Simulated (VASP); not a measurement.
Input of a VASP 6.6.1 run:

The input INCAR:

```
SYSTEM = Sn
PREC     = Accurate       ! precision mode
ENCUT    = 520            ! plane-wave cutoff, eV
EDIFF    = 1E-7           ! SCF threshold, eV
ISMEAR   = -1             ! smearing method
SIGMA    = 0.15           ! smearing width, eV
LREAL    = .False.        ! projectors in reciprocal space
LASPH    = .True.         ! aspherical terms in the spheres
NELM     = 80             ! most SCF steps
ALGO     = Normal         ! electronic algorithm
ISIF     = 2              ! what is computed and relaxed
LWAVE    = .False.        ! write WAVECAR
LCHARG   = .True.         ! write CHGCAR
GGA      = PS             ! functional
LELF     = .True.         ! ELF
LVHAR    = .True.       
ISYM     = 0            
NBANDS   = 21             ! bands
```

The input KPOINTS:

```
regular mesh
0
Gamma
  9 9 6
  0 0 0
```

POSCAR

```
Sn
1.0
   -2.9188598594      2.9196254129      1.5888143978
    2.9196254129     -2.9188598594      1.5888143978
    2.9052881513      2.9052881513     -1.5874119987
Sn
2
Direct
   -0.0002320019      0.0002320019      0.0000000000
    0.7502320019      0.2497679981      0.5000000000
```

Potentials or basis: VASP PAW PBE potentials, release 64 (Sn_d).

Run with:

```sh
$ cat potpaw_PBE.64/Sn_d/POTCAR > POTCAR
$ mpirun -np 1 vasp_std > vasp.out
```

Task: Predict the pressure.

Result: -0.1 GPa.

Task: What does it give for the band gap on the k mesh?

Result: Zero (bands 14 and 15 overlap by 4.43 eV).

Caveat: the PAW data sets were made with another functional, which shifts forces and pressure a little; spin-orbit coupling is left out, which moves the levels of the heavy elements.
